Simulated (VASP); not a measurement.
Input of a VASP 6.6.1 run:

The input INCAR:

```
SYSTEM = Cu3Pt
PREC     = Accurate       ! precision mode
ENCUT    = 520            ! plane-wave cutoff, eV
EDIFF    = 1E-8           ! SCF threshold, eV
ISMEAR   = -1             ! smearing method
SIGMA    = 0.05           ! smearing width, eV
LREAL    = .False.        ! projectors in reciprocal space
LASPH    = .True.         ! aspherical terms in the spheres
NELM     = 60             ! most SCF steps
ALGO     = Normal         ! electronic algorithm
ISIF     = 2              ! what is computed and relaxed
LWAVE    = .False.        ! write WAVECAR
LCHARG   = .False.        ! write CHGCAR
GGA      = CA             ! functional
LEFG     = .True.       
NBANDS   = 30             ! bands
```

KPOINTS

```
Automatic mesh
0
Gamma
  9 9 9
  0 0 0
```

POSCAR

```
Cu3Pt
1.0
    3.6850999209      0.0000000000      0.0000000000
    0.0000000000      3.6850999209      0.0000000000
    0.0000000000      0.0000000000      3.6850999209
Cu Pt
3 1
Direct
    0.0000000000      0.5000000000      0.5000000000
    0.5000000000      0.0000000000      0.5000000000
    0.5000000000      0.5000000000      0.0000000000
    0.0000000000      0.0000000000      0.0000000000
```

Potentials or basis: VASP PAW LDA potentials, release 64 (Cu, Pt).

The run is started by

```console
$ cat potpaw_LDA.64/Cu/POTCAR potpaw_LDA.64/Pt/POTCAR > POTCAR
$ mpirun -np 1 vasp_std > vasp.out
```

(1) What does it give for the pressure?

## Answers

(1) -8.0 GPa.

Caveat: without QUAD_EFG the Cq values of the log hold for a quadrupole moment of 1 mb, not for the nuclei.
